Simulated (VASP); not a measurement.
Wanted: the native input for a VASP 6.6.1 run.

| Quantity | Value |
| --- | --- |
| Task | single point |
| Functional | SVWN5 |
| Potentials or basis | VASP PAW PBE potentials, release 64 (Sn_d, O) |
| Cutoff | 520 eV |
| k mesh | 7 × 7 × 6 |
| Occupations | fermi-dirac, width 0.05 eV |
| Spin | no spin polarisation |
| Dipole correction | no |
| Further INCAR settings | ALGO = Normal; EDIFF = 1e-06; NBANDS = 28 |

The structure of SnO lies in POSCAR:

```
SnO
1.0
    3.7358428604      0.0000000000      0.0000000000
    0.0000000000      3.7358428604      0.0000000000
    0.0000000000      0.0000000000      4.7871523832
Sn O
2 2
Direct
    0.5000000000      0.0000000000      0.7646261400
    0.0000000000      0.5000000000      0.2353738600
    0.0000000000      0.0000000000      0.0000000000
    0.5000000000      0.5000000000      0.0000000000
```

The input as run:

INCAR

```
ALGO = Normal
EDIFF = 1E-6
ENCUT = 520
GGA = VW
ISIF = 2
ISMEAR = -1
LASPH = True
LCHARG = False
LREAL = False
LWAVE = False
NBANDS = 28
NELM = 60
PREC = Accurate
SIGMA = 0.05
```

KPOINTS

```
k-points
0
Gamma
  7 7 6
```

Potentials or basis: VASP PAW PBE potentials, release 64 (Sn_d, O).

Run with:

```bash
$ cat potpaw_PBE.64/Sn_d/POTCAR potpaw_PBE.64/O/POTCAR > POTCAR
$ mpirun -np 1 vasp_std > vasp.out
```

Results of the run:

```
Pressure               : 3.2 GPa
Largest force          : 0.763 eV/Å
Band gap on the k mesh : 0.26 eV (least direct gap 1.96 eV)
```

Caveat: the cell stands under pressure; the PAW data sets were made with another functional, which shifts forces and pressure a little; spin-orbit coupling is left out, which moves the levels of the heavy elements; an odd mesh through Γ misses points on the zone boundary, where band edges can lie.

Wall time 93 s on 1 thread of Intel Xeon 8259CL, with other jobs on the host, peak memory 0.19 GiB.
